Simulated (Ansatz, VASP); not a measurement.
## Cu in VASP and in Ansatz

Contents of INCAR:

```
SYSTEM = Cu
PREC = Accurate
ENCUT = 520
EDIFF = 1E-7
ISMEAR = 0
SIGMA = 0.15
LREAL = .FALSE.
LASPH = .TRUE.
NELM = 60
ALGO = Fast
ISIF = 2
LWAVE = .FALSE.
LCHARG = .FALSE.
GGA = PE
NBANDS = 12
```

Contents of KPOINTS:

```
regular mesh
0
G
  24 24 24
  0 0 0
```

The input POSCAR:

```
Cu
1.0
   -0.5714741909      1.5715540250      1.5715540250
    1.5715540250     -0.5714741909      1.5715540250
    1.5715540250      1.5715540250     -0.5714741909
Cu
1
Direct
    0.0000000000      0.0000000000      0.0000000000
```

Input for Ansatz:

```yaml
crystal:
  lattice:
    - [-0.5714741909, 1.571554025, 1.571554025]
    - [1.571554025, -0.5714741909, 1.571554025]
    - [1.571554025, 1.571554025, -0.5714741909]
  atoms:
    - { symbol: Cu, position: [0.0, 0.0, 0.0] }
basis:
  ecutwfc: 420
kpoints:
  mp_grid: { grid: [24, 24, 24] }
hamiltonian:
  xc: pbe
scf:
  occupations: { method: gaussian, width: 0.15 }
output:
  forces: true
  stress: true
  eigenvalues: true
```

Alike in both runs: task single point; functional PBE; k mesh 24 × 24 × 24; occupations gaussian, width 0.15 eV; no spin polarisation.

|  | VASP | Ansatz |
| --- | --- | --- |
| version | VASP 6.6.1 | Ansatz 0.2.0 |
| potentials or method | VASP PAW PBE potentials, release 64 (Cu), cutoff 520 eV | scalar-relativistic, plane waves, PAW |
| valence electrons in the cell | 11 | 19 |

VASP gave:

```
gap on the k mesh at the Fermi level (eV)                     : none
pressure (GPa)                                                : 22.7
traceless stress, the component that is largest in VASP (GPa) : 6.29
```

Q: Estimate Ansatz's values.

A: gap on the k mesh at the Fermi level (eV): none; pressure (GPa): 22.2; traceless stress, the component that is largest in VASP (GPa): 6.31.

A gap of «none» marks a metal or a gap that the smearing closes. VASP's potentials hold 11 valence electrons a cell and Ansatz's 19, so a difference there can come from the potentials and not from the codes.
